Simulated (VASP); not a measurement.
# MgSi2N2 (I4/mmm) in VASP: further runs

Runs on MgSi2N2. Level: PBE. Tasks: single point.

All numbers are computed with VASP 6.6.1; they aren't measurements. Logs are shortened: lines on timing, memory, paths and dates and some standing lists are left out, and cuts for length are marked.

## (1) The cell of the first run

It takes space group I4/mmm (No. 139, tetragonal). Conventional cell: a = 3.661 Å, b = 3.661 Å, c = 9.525 Å, α = 90.00°, β = 90.00°, γ = 90.00°. Mg (site symmetry 4/mmm) has 10 N at 2.90 to 3.45 Å and 8 Si at 3.00 Å and 4 Mg at 3.66 Å within 3.8 Å. Within 2.8 Å of Si (site symmetry -4m2) lie 4 N at 2.12 Å and 4 Si at 2.59 Å. N (site symmetry 4mm) has 4 Si at 2.12 Å and 1 N at 2.62 Å within 2.8 Å.

## (2) Single point, PBE

Contents of INCAR:

```
  ALGO = Normal
  EDIFF = 1E-6
  ENCUT = 520
  GGA = PE
  ISIF = 2
  ISMEAR = 0
  LASPH = True
  LCHARG = False
  LREAL = False
  LWAVE = False
  NBANDS = 18
  NELM = 100
  PREC = Accurate
  SIGMA = 0.1
```

Contents of KPOINTS:

```
k-points
0
Gamma
  6 6 6
```

Contents of POSCAR:

```
MgSi2N2
1.0
   -1.8303133800      1.8303133800      4.7624151200
    1.8303133800     -1.8303133800      4.7624151200
    1.8303133800      1.8303133800     -4.7624151200
Mg Si N
1 2 2
Direct
    0.0000000000      0.0000000000      0.0000000000
    0.7500000000      0.2500000000      0.5000000000
    0.2500000000      0.7500000000      0.5000000000
    0.3625393500      0.3625393500      0.0000000000
    0.6374606500      0.6374606500      0.0000000000
```

Potentials or basis: VASP PAW PBE potentials, release 64 (Mg, Si, N).

The run is started by

```console
$ cat potpaw_PBE.64/Mg/POTCAR potpaw_PBE.64/Si/POTCAR potpaw_PBE.64/N/POTCAR > POTCAR
$ mpirun -np 1 vasp_std > vasp.out
```

OUTCAR:

```text
EDIFF = 1E-6
   ENCUT = 520
   GGA = PE
   ISIF = 2
   ISMEAR = 0
   LASPH = True
   LREAL = False
   NELM = 100
   PREC = Accurate

 ion  position               nearest neighbor table
   1  0.000  0.000  0.000-   2 3.00   3 3.00   2 3.00   3 3.00   2 3.00   3 3.00   2 3.00   3 3.00

   2  0.750  0.250  0.500-   5 2.12   4 2.12   4 2.12   5 2.12   3 2.59   3 2.59   3 2.59   3 2.59
                             1 3.00   1 3.00   1 3.00   1 3.00
   3  0.250  0.750  0.500-   5 2.12   4 2.12   4 2.12   5 2.12   2 2.59   2 2.59   2 2.59   2 2.59
                             1 3.00   1 3.00   1 3.00   1 3.00
   4  0.363  0.363  0.000-   2 2.12   3 2.12   3 2.12   2 2.12
   5  0.637  0.637  0.000-   2 2.12   3 2.12   3 2.12   2 2.12

  LATTYP: Found a body centered tetragonal cell.
 ALAT       =     3.6606267600
 C/A-ratio  =     2.6019670577

  Lattice vectors:

 A1 = (  -1.8303133800,   1.8303133800,   4.7624151200)
 A2 = (   1.8303133800,  -1.8303133800,   4.7624151200)
 A3 = (   1.8303133800,   1.8303133800,  -4.7624151200)

Analysis of symmetry for initial positions (statically):
=====================================================================
 Subroutine PRICEL returns:
 Original cell was already a primitive cell.

 Routine SETGRP: Setting up the symmetry group for a
 body centered tetragonal supercell.

 Subroutine GETGRP returns: Found 16 space group operations
 (whereof 16 operations were pure point group operations)
 out of a pool of 16 trial point group operations.

The static configuration has the point symmetry D_4h.

Analysis of symmetry for dynamics (positions and initial velocities):
=====================================================================
 Subroutine PRICEL returns:
 Original cell was already a primitive cell.

 Routine SETGRP: Setting up the symmetry group for a
 body centered tetragonal supercell.

 Subroutine GETGRP returns: Found 16 space group operations
 (whereof 16 operations were pure point group operations)
 out of a pool of 16 trial point group operations.

The dynamic configuration has the point symmetry D_4h.

 Subroutine INISYM returns: Found 16 space group operations
 (whereof 16 operations are pure point group operations),
 and found     1 'primitive' translations

----------------------------------------------------------------------------------------

                                     Primitive cell

  volume of cell :      63.8173

  direct lattice vectors                    reciprocal lattice vectors
    -1.830313380  1.830313380  4.762415120     0.000000000  0.273177263  0.104988748
     1.830313380 -1.830313380  4.762415120     0.273177263  0.000000000  0.104988748
     1.830313380  1.830313380 -4.762415120     0.273177263  0.273177263  0.000000000

  length of vectors
     5.420395918  5.420395918  5.420395918     0.292657572  0.292657572  0.386330991

  position of ions in fractional coordinates (direct lattice)
     0.000000000  0.000000000  0.000000000
     0.750000000  0.250000000  0.500000000
     0.250000000  0.750000000  0.500000000
     0.362539350  0.362539350  0.000000000
     0.637460650  0.637460650  0.000000000

  ion indices of the primitive-cell ions
   primitive index   ion index
                 1           1
                 2           2
                 3           3
                 4           4
                 5           5

----------------------------------------------------------------------------------------

 KPOINTS: k-points

Automatic generation of k-mesh.
 Grid dimensions read from file:
 generate k-points for:    6    6    6

 Generating k-lattice:

  Cartesian coordinates                     Fractional coordinates (reciprocal lattice)
     0.000000000  0.045529544  0.017498125     0.166666667  0.000000000  0.000000000
     0.045529544  0.000000000  0.017498125     0.000000000  0.166666667  0.000000000
     0.045529544  0.045529544  0.000000000     0.000000000  0.000000000  0.166666667

  Length of vectors
     0.048776262  0.048776262  0.064388498

  Shift w.r.t. Gamma in fractional coordinates (k-lattice)
     0.000000000  0.000000000  0.000000000

 Subroutine IBZKPT returns following result:
 ===========================================

 Found     30 irreducible k-points:

 Following reciprocal coordinates:
            Coordinates               Weight
  0.000000  0.000000  0.000000      1.000000
  0.166667  0.000000  0.000000      8.000000
  0.333333  0.000000 -0.000000      8.000000
  0.500000  0.000000  0.000000      4.000000
  0.166667  0.166667  0.000000      8.000000
  0.333333  0.166667  0.000000     16.000000
[... 16 lines left out ...]
 -0.333333 -0.333333  0.166667      8.000000
 -0.166667 -0.333333  0.166667      8.000000
 [... further k-points ...]
   k-points           NKPTS =     30   k-points in BZ     NKDIM =     30   number of bands    NBANDS=     18
   number of dos      NEDOS =    301   number of ions     NIONS =      5
   total plane-waves  NPLWV =  64000
   dimension x,y,z NGX =    40 NGY =   40 NGZ =   40
   dimension x,y,z NGXF=    80 NGYF=   80 NGZF=   80
   ions per type =               1   2   2
   NGX,Y,Z   is equivalent  to a cutoff of  12.27, 12.27, 12.27 a.u.
   NGXF,Y,Z  is equivalent  to a cutoff of  24.54, 24.54, 24.54 a.u.
 SYSTEM =  unknown system
   PREC   = accura    normal or accurate (medium, high low for compatibility)
   ISTART =      0    job   : 0-new  1-cont  2-samecut
   ICHARG =      2    charge: 1-file 2-atom 10-const
   ISPIN  =      1    spin polarized calculation?
   LNONCOLLINEAR =      F non collinear calculations
   LSORBIT =      F    spin-orbit coupling
   LASPH  =      T    aspherical Exc in radial PAW
   ENCUT  =  520.0 eV  38.22 Ry    6.18 a.u.  10.08 10.08 10.08*2*pi/ulx,y,z
   NELM   =    100;   NELMIN=  2; NELMDL= -5     # of ELM steps
   EDIFF  = 0.1E-05   stopping-criterion for ELM
   LREAL  =      F    real-space projection
   EDIFFG = 0.1E-04   stopping-criterion for IOM
   NSW    =      0    number of steps for IOM
   IBRION =     -1    ionic relax: 0-MD 1-quasi-New 2-CG
   NFREE  =      0    steps in history (QN), initial steepest desc. (CG)
   ISIF   =      2    stress and relaxation
   ISYM   =      2    0-nonsym 1-usesym 2-fastsym
   POTIM  = 0.5000    time-step for ionic-motion
   TEBEG  =    0.0;   TEEND  =   0.0 temperature during run
   PSTRESS=    0.0 pullay stress
   NELECT =      20.0000    total number of electrons
   NUPDOWN=      -1.0000    fix difference up-down
   EMIN   =  10.00;   EMAX   =-10.00  energy-range for DOS
   EFERMI =   0.00;   METHOD = LEGACY
   ISMEAR =     0;   SIGMA  =   0.10  broadening in eV -4-tet -1-fermi 0-gaus
   EFERMI_NEDOS =   21; number of points for ismear=-14 and -15
   IALGO  =     38    algorithm
   IMIX   =      4    mixing-type and parameters
     AMIX     =   0.40;   BMIX     =  1.00
     AMIX_MAG =   1.60;   BMIX_MAG =  1.00
  volume/ion in A,a.u.               =      12.76        86.13
  Fermi-wavevector in a.u.,A,eV,Ry     =   1.112002  2.101378 16.824254  1.236548
  Thomas-Fermi vector in A             =   2.248571
   LORBIT       =      0    0 simple, 1 ext, 2 COOP (PROOUT), +10 PAW based schemes
   GGA     = PE    functional components
   LHFCALC =     F    Hartree Fock is set to
   AEXX    =    0.0000 exact exchange contribution
   IVDW    =     0    specifies the selected vdW correction
   LEPSILON=     F    determine dielectric tensor
   LRPA    =     F    only Hartree local field effects (RPA)
 non-spin polarized calculation
 Gauss-broadening in eV      SIGMA  =   0.10
  energy-cutoff  :      520.00
  volume of cell :       63.82
 maximum number of plane-waves:      1750
   NGX = 21   NGY = 21   NGZ = 21

 number of electron      19.9999999 magnetization

 Free energy of the ion-electron system (eV)
  ---------------------------------------------------
  ext. energy  EPLUGINS =         0.00000000
  ---------------------------------------------------
  free energy    TOTEN  =       -24.71445810 eV

  energy without entropy =      -24.70675236  energy(sigma->0) =      -24.71060523

 E-fermi :   7.4250     XC(G=0): -10.5754

 val. band max:        7.3359197083   @ k =   0.3333   0.3333  -0.0000
 cond. band min:       7.4374767870   @ k =   0.3333   0.3333   0.1667
 fundamental gap:      0.1015570787
 Fermi energy:         7.4250116190

 k-point     1 :       0.0000    0.0000    0.0000
  band No.  band energies     occupation
      1     -10.4838      2.00000
      2      -7.7787      2.00000
      3      -0.4671      2.00000
      4       0.6183      2.00000
      5       0.6183      2.00000
      6       3.0205      2.00000
[... 10 lines left out ...]
     17      12.5146      0.00000
     18      13.5709      0.00000

 k-point     2 :       0.1667    0.0000    0.0000
  band No.  band energies     occupation
      1     -10.2713      2.00000
      2      -7.8612      2.00000
      3      -0.6479      2.00000
      4      -0.4631      2.00000
      5       0.8010      2.00000
      6       2.0718      2.00000
[... 10 lines left out ...]
     17      12.9044      0.00000
     18      15.7260      0.00000

 k-point     3 :       0.3333    0.0000   -0.0000
  band No.  band energies     occupation
      1      -9.6873      2.00000
      2      -8.1926      2.00000
      3      -1.6931      2.00000
      4      -1.3410      2.00000
      5       1.3121      2.00000
      6       2.1554      2.00000
[... 10 lines left out ...]
     17      13.1647      0.00000
     18      14.1318      0.00000

 k-point     4 :       0.5000    0.0000    0.0000
  band No.  band energies     occupation
      1      -9.0377      2.00000
      2      -8.7254      2.00000
      3      -1.9843      2.00000
      4      -1.8915      2.00000
      5       1.9148      2.00000
      6       2.1540      2.00000
[... 375 lines left out ...]
      4      -0.9903      2.00000
      5       1.2075      2.00000
      6       2.5354      2.00000
[... 10 lines left out ...]
     17      12.5802      0.00000
     18      14.0693      0.00000

 k-point    23 :      -0.3333   -0.3333    0.1667
  band No.  band energies     occupation
      1      -9.8988      2.00000
      2      -8.1985      2.00000
      3      -0.8051      2.00000
      4      -0.4946      2.00000
      5      -0.2756      2.00000
      6       2.6760      2.00000
[... 10 lines left out ...]
     17      13.9387      0.00000
     18      14.7776      0.00000

 k-point    24 :      -0.1667   -0.3333    0.1667
  band No.  band energies     occupation
      1     -10.1622      2.00000
      2      -8.0680      2.00000
      3      -0.7391      2.00000
      4      -0.2246      2.00000
      5       0.7102      2.00000
      6       2.1927      2.00000
[... 10 lines left out ...]
     17      13.1278      0.00000
     18      14.5831      0.00000

 [... further k-points ...]
[... 5 lines left out ...]
  --------------------------------------------------------------------------------------
  -------------------------------------------------------------------------------------
  Total        0.5595858      0.5595858      0.3066302      0.0000000     -0.0000000     -0.0000000
  in kB       14.0487958     14.0487958      7.6981668      0.0000000     -0.0000000     -0.0000000
  external PRESSURE =      11.9319195 kB  Pullay stress =       0.0000000 kB

 VOLUME and BASIS-vectors are now :
 -----------------------------------------------------------------------------
  energy-cutoff  :      520.00
  volume of cell :       63.82
      direct lattice vectors                 reciprocal lattice vectors
    -1.830313380  1.830313380  4.762415120     0.000000000  0.273177263  0.104988748
     1.830313380 -1.830313380  4.762415120     0.273177263  0.000000000  0.104988748
     1.830313380  1.830313380 -4.762415120     0.273177263  0.273177263  0.000000000

 POSITION                                       TOTAL-FORCE (eV/Angst)
 -----------------------------------------------------------------------------------
      0.00000      0.00000      0.00000        -0.000000     -0.000000      0.000000
     -0.00000      1.83031      2.38121        -0.000000     -0.000000      0.000000
      1.83031     -0.00000      2.38121        -0.000000     -0.000000     -0.000000
      0.00000      0.00000      3.45313         0.000000      0.000000     -2.033683
      0.00000      0.00000      6.07170        -0.000000     -0.000000      2.033683
 -----------------------------------------------------------------------------------
    total drift:                                0.000000      0.000000     -0.000000

  FREE ENERGIE OF THE ION-ELECTRON SYSTEM (eV)
  ---------------------------------------------------
  free  energy   TOTEN  =       -24.7144580961 eV

  energy  without entropy=      -24.7067523606  energy(sigma->0) =      -24.71060523
```

Run time: 67 s. Hardware: 1 thread of Intel Xeon Platinum 8259CL at 2.50GHz (Skylake/Cascade Lake), shared host; peak memory 0.24 GiB.

What came out:

| Quantity | Value |
| --- | --- |
| Free energy | -24.7145 eV |
| Pressure | 1.2 GPa |
| Largest force | 2.034 eV/Å |
| Band gap on the k mesh | zero (band 10 reaches 8.60 eV, above the bottom of band 11 at 6.11 eV) |

Forces in eV/Å, atoms in the order of the input:
```
Mg   0.000  0.000  0.000
Si   0.000  0.000  0.000
Si   0.000  0.000  0.000
N    0.000  0.000 -2.034
N    0.000  0.000  2.034
```

Stress tensor (GPa, compression positive):
```
1.40 0.00 0.00
0.00 1.40 0.00
0.00 0.00 0.77
```

Caveat: the k points lie up to 0.40 Å⁻¹ apart; forces of over 1 eV/Å act on the atoms, so gaps and moduli don't describe the material at rest.

## (3) Single point, PBE

This run uses another cell than the first one, of 13.27 Å³/atom, 1.039 times its volume.

Contents of INCAR:

```
PREC = Accurate
ENCUT = 520
EDIFF = 1E-7
ISMEAR = 0
SIGMA = 0.1
LREAL = F
LASPH = T
NELM = 100
ALGO = Normal
ISIF = 2
LWAVE = F
LCHARG = T
GGA = PE
LELF = T
LVHAR = T
NBANDS = 18
```

Contents of KPOINTS:

```
Automatic mesh
0
Gamma
  6 6 6
```

Contents of POSCAR:

```
MgSi2N2
1.0
   -1.9180900228      1.9180900228      4.5069946868
    1.9180900228     -1.9180900228      4.5069946868
    1.9180900228      1.9180900228     -4.5069946868
Mg Si N
1 2 2
Direct
    0.0000000000      0.0000000000      0.0000000000
    0.7500000000      0.2500000000      0.5000000000
    0.2500000000      0.7500000000      0.5000000000
    0.2454427245      0.2454427245      0.0000000000
    0.7545572755      0.7545572755      0.0000000000
```

Potentials or basis: VASP PAW PBE potentials, release 64 (Mg, Si, N).

The run is started by

```console
$ cat potpaw_PBE.64/Mg/POTCAR potpaw_PBE.64/Si/POTCAR potpaw_PBE.64/N/POTCAR > POTCAR
$ mpirun -np 1 vasp_std > vasp.out
```

It took 80 s on 1 thread of Intel Xeon Platinum 8259CL at 2.50GHz (Skylake/Cascade Lake), shared host; peak memory 0.24 GiB.

It converged, with:

| Quantity | Value |
| --- | --- |
| Free energy | -27.9650 eV |
| Pressure | 0.0 GPa |
| Largest force | 0.035 eV/Å |
| Band gap on the k mesh | zero (band 10 reaches 7.02 eV, above the bottom of band 11 at 6.16 eV) |

Forces in eV/Å, atoms in the order of the input:
```
Mg   0.000  0.000  0.000
Si   0.000  0.000  0.000
Si   0.000  0.000  0.000
N    0.000  0.000 -0.035
N    0.000  0.000  0.035
```

Stress tensor (GPa, compression positive):
```
 0.29  0.00  0.00
 0.00  0.29  0.00
 0.00  0.00 -0.48
```

Levels at points of the mesh, in eV from the Fermi level:
```
           k point  band 7  band 8  band 9  band 10  band 11  band 12  band 13  band 14
(0.00, 0.00, 0.00)   -4.69   -3.78   -3.60    -3.17     1.25     2.26     3.48     3.48
(0.50, 0.00, 0.00)   -5.97   -5.66   -0.21    -0.13     1.63     1.82     3.84     4.64
(0.50, 0.50, 0.00)   -3.83   -3.77   -2.29    -0.53     0.91     2.62     3.68     4.74
(0.50, 0.50, 0.50)   -4.69   -3.92   -3.17    -0.99     0.59     2.89     5.08     5.50
```

Caveat: the k points lie up to 0.39 Å⁻¹ apart.
